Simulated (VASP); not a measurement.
# SiC (klda) (F-43m) in VASP: further runs

SiC (klda) is run at these levels: LDA; tasks: single point, relaxation of cell and atoms.

All numbers are computed with VASP 6.6.1; they aren't measurements. Logs are shortened: lines on timing, memory, paths and dates and some standing lists are left out, and cuts for length are marked.

### Step 1. The cell of the first run

It takes space group F-43m (No. 216, cubic). Conventional cell: a = 4.354 Å, b = 4.354 Å, c = 4.354 Å, α = 90.00°, β = 90.00°, γ = 90.00°. Within 2.5 Å of Si (site symmetry -43m) lie 4 C at 1.89 Å. Within 2.5 Å of C (site symmetry -43m) lie 4 Si at 1.89 Å.

### Step 2. Single point, LDA

INCAR reads:

```
PREC = Accurate ; ENCUT = 520
EDIFF = 1E-6 ; ISMEAR = 0
SIGMA = 0.1 ; LREAL = F
LASPH = T ; NELM = 60
ALGO = Normal ; ISIF = 2
LWAVE = F ; LCHARG = T
GGA = CA ; LELF = T
LVHAR = T ; NBANDS = 11
```

KPOINTS reads:

```
regular mesh
0
Gamma
  8 8 8
```

POSCAR reads:

```
SiC
1.0
    0.0000000000      2.1769966200      2.1769966200
    2.1769966200      0.0000000000      2.1769966200
    2.1769966200      2.1769966200      0.0000000000
Si C
1 1
Direct
    0.7500000000      0.7500000000      0.7500000000
    0.0000000000      0.0000000000      0.0000000000
```

Potentials or basis: VASP PAW LDA potentials, release 64 (Si, C).

The run is started by

```sh
$ cat potpaw_LDA.64/Si/POTCAR potpaw_LDA.64/C/POTCAR > POTCAR
$ mpirun -np 1 vasp_std > vasp.out
```

OUTCAR:

```text
PREC = Accurate
   ENCUT = 520
   EDIFF = 1E-6
   ISMEAR = 0
   LREAL = F
   LASPH = T
   NELM = 60
   ISIF = 2
   GGA = CA

 ion  position               nearest neighbor table
   1  0.750  0.750  0.750-   2 1.89   2 1.89   2 1.89   2 1.89
   2  0.000  0.000  0.000-   1 1.89   1 1.89   1 1.89   1 1.89

  LATTYP: Found a face centered cubic cell.
 ALAT       =     4.3539932400

  Lattice vectors:

 A1 = (   0.0000000000,   2.1769966200,   2.1769966200)
 A2 = (   2.1769966200,   0.0000000000,   2.1769966200)
 A3 = (   2.1769966200,   2.1769966200,   0.0000000000)

Analysis of symmetry for initial positions (statically):
=====================================================================
 Subroutine PRICEL returns:
 Original cell was already a primitive cell.

 Routine SETGRP: Setting up the symmetry group for a
 face centered cubic supercell.

 Subroutine GETGRP returns: Found 24 space group operations
 (whereof 24 operations were pure point group operations)
 out of a pool of 48 trial point group operations.

The static configuration has the point symmetry T_d .

Analysis of symmetry for dynamics (positions and initial velocities):
=====================================================================
 Subroutine PRICEL returns:
 Original cell was already a primitive cell.

 Routine SETGRP: Setting up the symmetry group for a
 face centered cubic supercell.

 Subroutine GETGRP returns: Found 24 space group operations
 (whereof 24 operations were pure point group operations)
 out of a pool of 48 trial point group operations.

The dynamic configuration has the point symmetry T_d .

 Subroutine INISYM returns: Found 24 space group operations
 (whereof 24 operations are pure point group operations),
 and found     1 'primitive' translations

----------------------------------------------------------------------------------------

                                     Primitive cell

  volume of cell :      20.6349

  direct lattice vectors                    reciprocal lattice vectors
     0.000000000  2.176996620  2.176996620    -0.229674220  0.229674220  0.229674220
     2.176996620  0.000000000  2.176996620     0.229674220 -0.229674220  0.229674220
     2.176996620  2.176996620  0.000000000     0.229674220  0.229674220 -0.229674220

  length of vectors
     3.078738145  3.078738145  3.078738145     0.397807418  0.397807418  0.397807418

  position of ions in fractional coordinates (direct lattice)
     0.750000000  0.750000000  0.750000000
     0.000000000  0.000000000  0.000000000

  ion indices of the primitive-cell ions
   primitive index   ion index
                 1           1
                 2           2

----------------------------------------------------------------------------------------

 KPOINTS: regular mesh

Automatic generation of k-mesh.
 Grid dimensions read from file:
 generate k-points for:    8    8    8

 Generating k-lattice:

  Cartesian coordinates                     Fractional coordinates (reciprocal lattice)
    -0.028709277  0.028709277  0.028709277     0.125000000  0.000000000  0.000000000
     0.028709277 -0.028709277  0.028709277     0.000000000  0.125000000  0.000000000
     0.028709277  0.028709277 -0.028709277     0.000000000  0.000000000  0.125000000

  Length of vectors
     0.049725927  0.049725927  0.049725927

  Shift w.r.t. Gamma in fractional coordinates (k-lattice)
     0.000000000  0.000000000  0.000000000

 Subroutine IBZKPT returns following result:
 ===========================================

 Found     29 irreducible k-points:

 Following reciprocal coordinates:
            Coordinates               Weight
  0.000000  0.000000  0.000000      1.000000
  0.125000  0.000000  0.000000      8.000000
  0.250000  0.000000  0.000000      8.000000
  0.375000  0.000000  0.000000      8.000000
  0.500000  0.000000  0.000000      4.000000
  0.125000  0.125000  0.000000      6.000000
[... 16 lines left out ...]
  0.500000  0.250000  0.125000     48.000000
 -0.375000  0.250000  0.125000     24.000000
 [... further k-points ...]
   k-points           NKPTS =     29   k-points in BZ     NKDIM =     29   number of bands    NBANDS=     11
   number of dos      NEDOS =    301   number of ions     NIONS =      2
   total plane-waves  NPLWV =  13824
   dimension x,y,z NGX =    24 NGY =   24 NGZ =   24
   dimension x,y,z NGXF=    48 NGYF=   48 NGZF=   48
   ions per type =               1   1
   NGX,Y,Z   is equivalent  to a cutoff of  12.96, 12.96, 12.96 a.u.
   NGXF,Y,Z  is equivalent  to a cutoff of  25.92, 25.92, 25.92 a.u.
 SYSTEM =  unknown system
   PREC   = accura    normal or accurate (medium, high low for compatibility)
   ISTART =      0    job   : 0-new  1-cont  2-samecut
   ICHARG =      2    charge: 1-file 2-atom 10-const
   ISPIN  =      1    spin polarized calculation?
   LNONCOLLINEAR =      F non collinear calculations
   LSORBIT =      F    spin-orbit coupling
   LASPH  =      T    aspherical Exc in radial PAW
   ENCUT  =  520.0 eV  38.22 Ry    6.18 a.u.   5.72  5.72  5.72*2*pi/ulx,y,z
   NELM   =     60;   NELMIN=  2; NELMDL= -5     # of ELM steps
   EDIFF  = 0.1E-05   stopping-criterion for ELM
   LREAL  =      F    real-space projection
   EDIFFG = 0.1E-04   stopping-criterion for IOM
   NSW    =      0    number of steps for IOM
   IBRION =     -1    ionic relax: 0-MD 1-quasi-New 2-CG
   NFREE  =      0    steps in history (QN), initial steepest desc. (CG)
   ISIF   =      2    stress and relaxation
   ISYM   =      2    0-nonsym 1-usesym 2-fastsym
   POTIM  = 0.5000    time-step for ionic-motion
   TEBEG  =    0.0;   TEEND  =   0.0 temperature during run
   PSTRESS=    0.0 pullay stress
   NELECT =       8.0000    total number of electrons
   NUPDOWN=      -1.0000    fix difference up-down
   EMIN   =  10.00;   EMAX   =-10.00  energy-range for DOS
   EFERMI =   0.00;   METHOD = LEGACY
   ISMEAR =     0;   SIGMA  =   0.10  broadening in eV -4-tet -1-fermi 0-gaus
   EFERMI_NEDOS =   21; number of points for ismear=-14 and -15
   IALGO  =     38    algorithm
   IMIX   =      4    mixing-type and parameters
     AMIX     =   0.40;   BMIX     =  1.00
     AMIX_MAG =   1.60;   BMIX_MAG =  1.00
  volume/ion in A,a.u.               =      10.32        69.63
  Fermi-wavevector in a.u.,A,eV,Ry     =   1.193723  2.255810 19.387972  1.424976
  Thomas-Fermi vector in A             =   2.329731
   LORBIT       =      0    0 simple, 1 ext, 2 COOP (PROOUT), +10 PAW based schemes
   GGA     = CA    functional components
   LHFCALC =     F    Hartree Fock is set to
   AEXX    =    0.0000 exact exchange contribution
   IVDW    =     0    specifies the selected vdW correction
   LEPSILON=     F    determine dielectric tensor
   LRPA    =     F    only Hartree local field effects (RPA)
 non-spin polarized calculation
 Gauss-broadening in eV      SIGMA  =   0.10
  energy-cutoff  :      520.00
  volume of cell :       20.63
 maximum number of plane-waves:       568
   NGX = 11   NGY = 11   NGZ = 11

 number of electron       8.0000001 magnetization

 Free energy of the ion-electron system (eV)
  ---------------------------------------------------
  ext. energy  EPLUGINS =         0.00000000
  ---------------------------------------------------
  free energy    TOTEN  =       -16.63814479 eV

  energy without entropy =      -16.63814479  energy(sigma->0) =      -16.63814479

 E-fermi :   8.6286     XC(G=0): -11.5682

 val. band max:        8.0940918868   @ k =   0.0000   0.0000   0.0000
 cond. band min:       9.3953522374   @ k =   0.5000   0.5000   0.0000
 fundamental gap:      1.3012603506
 Fermi energy:         8.6285928657

 k-point     1 :       0.0000    0.0000    0.0000
  band No.  band energies     occupation
      1      -7.2438      2.00000
      2       8.0941      2.00000
      3       8.0941      2.00000
      4       8.0941      2.00000
      5      14.4181      0.00000
      6      15.3038      0.00000
      7      15.3038      0.00000
      8      15.3038      0.00000
      9      22.5686      0.00000
     10      22.5686      0.00000
     11      24.3060      0.00000

 k-point     2 :       0.1250    0.0000    0.0000
  band No.  band energies     occupation
      1      -6.9374      2.00000
      2       6.6230      2.00000
      3       7.8919      2.00000
      4       7.8919      2.00000
      5      14.5747      0.00000
      6      15.6545      0.00000
      7      15.6545      0.00000
      8      15.8758      0.00000
      9      21.3289      0.00000
     10      21.3289      0.00000
     11      23.9650      0.00000

 k-point     3 :       0.2500    0.0000    0.0000
  band No.  band energies     occupation
      1      -6.0399      2.00000
      2       3.8183      2.00000
      3       7.4854      2.00000
      4       7.4854      2.00000
      5      14.0600      0.00000
      6      15.9069      0.00000
      7      15.9069      0.00000
      8      17.3710      0.00000
      9      21.1442      0.00000
     10      21.1442      0.00000
     11      23.0695      0.00000

 k-point     4 :       0.3750    0.0000    0.0000
  band No.  band energies     occupation
      1      -4.6669      2.00000
      2       1.0641      2.00000
      3       7.1578      2.00000
      4       7.1578      2.00000
      5      13.6487      0.00000
      6      15.4851      0.00000
      7      15.4851      0.00000
      8      18.0033      0.00000
      9      23.1058      0.00000
     10      23.1058      0.00000
     11      23.4358      0.00000
[... 239 lines left out ...]
 k-point    22 :       0.3750    0.2500    0.1250
  band No.  band energies     occupation
      1      -5.2589      2.00000
      2       3.6486      2.00000
      3       5.2154      2.00000
      4       6.8165      2.00000
      5      13.3808      0.00000
      6      15.6425      0.00000
      7      16.4884      0.00000
      8      18.0561      0.00000
      9      20.2469      0.00000
     10      23.9695      0.00000
     11      27.4163      0.00000

 k-point    23 :       0.5000    0.2500    0.1250
  band No.  band energies     occupation
      1      -3.9367      2.00000
      2       1.5939      2.00000
      3       4.4851      2.00000
      4       6.1604      2.00000
      5      13.3184      0.00000
      6      15.6177      0.00000
      7      17.1976      0.00000
      8      18.4455      0.00000
      9      21.3497      0.00000
     10      24.4408      0.00000
     11      27.2977      0.00000

 k-point    24 :      -0.3750    0.2500    0.1250
  band No.  band energies     occupation
      1      -2.9548      2.00000
      2       0.2377      2.00000
      3       4.3799      2.00000
      4       5.8198      2.00000
      5      13.2583      0.00000
      6      15.3067      0.00000
      7      18.1439      0.00000
      8      18.9776      0.00000
      9      21.3777      0.00000
     10      24.1973      0.00000
     11      27.2600      0.00000

 [... further k-points ...]
[... 5 lines left out ...]
  --------------------------------------------------------------------------------------
  -------------------------------------------------------------------------------------
  Total       -0.4410068     -0.4410068     -0.4410068      0.0000000     -0.0000000     -0.0000000
  in kB      -34.2414829    -34.2414829    -34.2414829      0.0000000     -0.0000000     -0.0000000
  external PRESSURE =     -34.2414829 kB  Pullay stress =       0.0000000 kB

 VOLUME and BASIS-vectors are now :
 -----------------------------------------------------------------------------
  energy-cutoff  :      520.00
  volume of cell :       20.63
      direct lattice vectors                 reciprocal lattice vectors
     0.000000000  2.176996620  2.176996620    -0.229674220  0.229674220  0.229674220
     2.176996620  0.000000000  2.176996620     0.229674220 -0.229674220  0.229674220
     2.176996620  2.176996620  0.000000000     0.229674220  0.229674220 -0.229674220

 POSITION                                       TOTAL-FORCE (eV/Angst)
 -----------------------------------------------------------------------------------
      3.26549      3.26549      3.26549        -0.000000     -0.000000     -0.000000
      0.00000      0.00000      0.00000         0.000000      0.000000      0.000000
 -----------------------------------------------------------------------------------
    total drift:                                0.000000      0.000000      0.000000

  FREE ENERGIE OF THE ION-ELECTRON SYSTEM (eV)
  ---------------------------------------------------
  free  energy   TOTEN  =       -16.6381447942 eV

  energy  without entropy=      -16.6381447942  energy(sigma->0) =      -16.63814479
```

Run time: 3.6 s. Hardware: 1 thread of Intel Xeon Platinum 8259CL at 2.50GHz (Skylake/Cascade Lake), shared host; peak memory 0.12 GiB.

Results:

```
Free energy            : -16.6381 eV
Pressure               : -3.4 GPa
Band gap on the k mesh : 1.30 eV, indirect (least direct gap 4.50 eV)
```

A k mesh can miss the band edges.

### Step 3. Single point, LDA

This run uses another cell than the first one, of 10.14 Å³/atom, 0.983 times its volume.

INCAR reads:

```
SYSTEM = SiC
PREC = Accurate ; ENCUT = 520
EDIFF = 1E-6 ; ISMEAR = 0
SIGMA = 0.02 ; LREAL = .False.
LASPH = .True. ; NELM = 60
ALGO = Normal ; ISIF = 2
LWAVE = .False. ; LCHARG = .True.
GGA = CA ; LELF = .True.
LVHAR = .True. ; NBANDS = 11
```

KPOINTS reads:

```
Automatic mesh
0
Gamma
  10 10 10
  0 0 0
```

POSCAR reads:

```
SiC
1.0
    0.0000000000      2.1645334086      2.1645334086
    2.1645334086      0.0000000000      2.1645334086
    2.1645334086      2.1645334086      0.0000000000
Si C
1 1
Direct
    0.7500000000      0.7500000000      0.7500000000
    0.0000000000      0.0000000000      0.0000000000
```

Potentials or basis: VASP PAW LDA potentials, release 64 (Si, C).

The run is started by

```sh
$ cat potpaw_LDA.64/Si/POTCAR potpaw_LDA.64/C/POTCAR > POTCAR
$ mpirun -np 1 vasp_std > vasp.out
```

Run time: 4.9 s. Hardware: 1 thread of Intel Xeon Platinum 8259CL at 2.50GHz (Skylake/Cascade Lake), shared host; peak memory 0.12 GiB.

The run converged. Its results:

| Property | Result |
| --- | --- |
| Free energy | -16.6425 eV |
| Pressure | 0.4 GPa |
| Band gap on the k mesh | 1.29 eV, indirect (least direct gap 4.52 eV) |

Levels at points of the mesh, in eV from the valence-band top:
| k point | band 2 | band 3 | band 4 | band 5 | band 6 | band 7 |
| --- | --- | --- | --- | --- | --- | --- |
| (0.00, 0.00, 0.00) | 0.00 | 0.00 | 0.00 | 6.53 | 7.33 | 7.33 |
| (0.50, 0.00, 0.00) | -8.67 | -1.06 | -1.06 | 5.57 | 7.21 | 7.21 |
| (0.50, 0.50, 0.00) | -7.88 | -3.23 | -3.23 | 1.29 | 4.26 | 14.06 |

A k mesh can miss the band edges. Expect the measured gap to be larger: semilocal functionals such as LDA lack the derivative discontinuity.

(Part 1 of 2 ends here.)
